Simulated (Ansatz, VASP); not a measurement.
# Bi: VASP beside Ansatz

The input INCAR:

```
SYSTEM = Bi
PREC = Accurate
ENCUT = 520
EDIFF = 1E-7
ISMEAR = 0
SIGMA = 0.02
LREAL = .FALSE.
LASPH = .TRUE.
NELM = 100
ALGO = Normal
ISIF = 2
LWAVE = .FALSE.
LCHARG = .FALSE.
LDIPOL = .TRUE.
IDIPOL = 3
DIPOL = 0.5 0.5 0.500
GGA = PE
NBANDS = 22
```

Contents of KPOINTS:

```
regular mesh
0
G
  9 9 1
  0 0 0
```

The input POSCAR:

```
Bi
1.0
    4.4190000000      0.0000000000      0.0000000000
   -2.2095000000      3.8269662593      0.0000000000
    0.0000000000      0.0000000000     28.0000000000
Bi
2
Direct
    0.3333333333      0.6666666667      0.5330178571
    0.6666666667      0.3333333333      0.4669821429
```

Input for Ansatz:

```yaml
crystal:
  lattice:
    - [4.419, 0.0, 0.0]
    - [-2.2095, 3.8269662593, 0.0]
    - [0.0, 0.0, 28.0]
  atoms:
    - { symbol: Bi, position: [0.3333333333, 0.6666666667, 0.5330178571] }
    - { symbol: Bi, position: [0.6666666667, 0.3333333333, 0.4669821429] }
  periodic: [true, true, false]
basis:
  ecutwfc: 420
kpoints:
  mp_grid: { grid: [9, 9, 1] }
hamiltonian:
  xc: pbe
scf:
  occupations: { method: gaussian, width: 0.02 }
output:
  forces: true
  stress: true
  eigenvalues: true
```

Alike in both runs: task single point; functional PBE; k mesh 9 × 9 × 1; occupations gaussian, width 0.02 eV; no spin polarisation.

```csv
,VASP,Ansatz
version,VASP 6.6.1,Ansatz 0.2.0
potentials or method,"VASP PAW PBE potentials, release 64 (Bi_d), cutoff 520 eV","scalar-relativistic, plane waves, PAW"
valence electrons in the cell,30,30
```

VASP gave:

| Property | Result |
| --- | --- |
| gap on the k mesh at the Fermi level (eV) | 0.49 |
| least direct gap on the mesh (eV) | 0.49 |
| rms of the force components (eV/Å) | 0.579 |

**Question.** Which values does Ansatz return?

**Answer.** gap on the k mesh at the Fermi level (eV): 0.50; least direct gap on the mesh (eV): 0.50; rms of the force components (eV/Å): 0.586.

Atom by atom the forces differ by 0.007 eV/Å (rms over components).

Neither program's run includes spin-orbit coupling.
